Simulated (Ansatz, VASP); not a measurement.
## BeS: VASP beside Ansatz

INCAR

```
SYSTEM = BeS
PREC     = Accurate       ! precision mode
ENCUT    = 520            ! plane-wave cutoff, eV
EDIFF    = 1E-6           ! SCF threshold, eV
ISMEAR   = 0              ! smearing method
SIGMA    = 0.01           ! smearing width, eV
LREAL    = .False.        ! projectors in reciprocal space
LASPH    = .True.         ! aspherical terms in the spheres
NELM     = 60             ! most SCF steps
ALGO     = Normal         ! electronic algorithm
ISIF     = 2              ! what is computed and relaxed
LWAVE    = .False.        ! write WAVECAR
LCHARG   = .False.        ! write CHGCAR
GGA      = PE             ! functional
NBANDS   = 11             ! bands
```

File KPOINTS:

```
Automatic mesh
0
Gamma
  8 8 8
  0 0 0
```

File POSCAR:

```
BeS
1.0
    0.0000000000      2.4857333392      2.4857333392
    2.4857333392      0.0000000000      2.4857333392
    2.4857333392      2.4857333392      0.0000000000
Be S
1 1
Direct
    0.0000000000      0.0000000000      0.0000000000
    0.2500000000      0.2500000000      0.2500000000
```

Input for Ansatz:

```yaml
crystal:
  lattice:
    - [0.0, 2.4857333392, 2.4857333392]
    - [2.4857333392, 0.0, 2.4857333392]
    - [2.4857333392, 2.4857333392, 0.0]
  atoms:
    - { symbol: Be, position: [0.0, 0.0, 0.0] }
    - { symbol: S, position: [0.25, 0.25, 0.25] }
kpoints:
  mp_grid: { grid: [8, 8, 8] }
hamiltonian:
  xc: pbe
scf:
  occupations: { method: fixed }
  n_extra_bands: 4
output:
  forces: true
  stress: true
  eigenvalues: true
```

Alike in both runs: task single point; functional PBE; k mesh 8 × 8 × 8; no spin polarisation.

|  | VASP | Ansatz |
| --- | --- | --- |
| version | VASP 6.6.1 | Ansatz 0.2.0 |
| potentials or method | VASP PAW PBE potentials, release 64 (Be, S) | plane waves, PAW |
| plane-wave cutoff (eV) | 520 | 420 |
| occupations | gaussian, width 0.01 eV | fixed |
| valence electrons in the cell | 8 | 8 |

|  | VASP | Ansatz | Ansatz less VASP |
| --- | --- | --- | --- |
| gap on the k mesh at the Fermi level (eV) | 3.26 | 3.26 | -0.001 |
| pressure (GPa) | -4.8 | -4.8 | -0.01 |
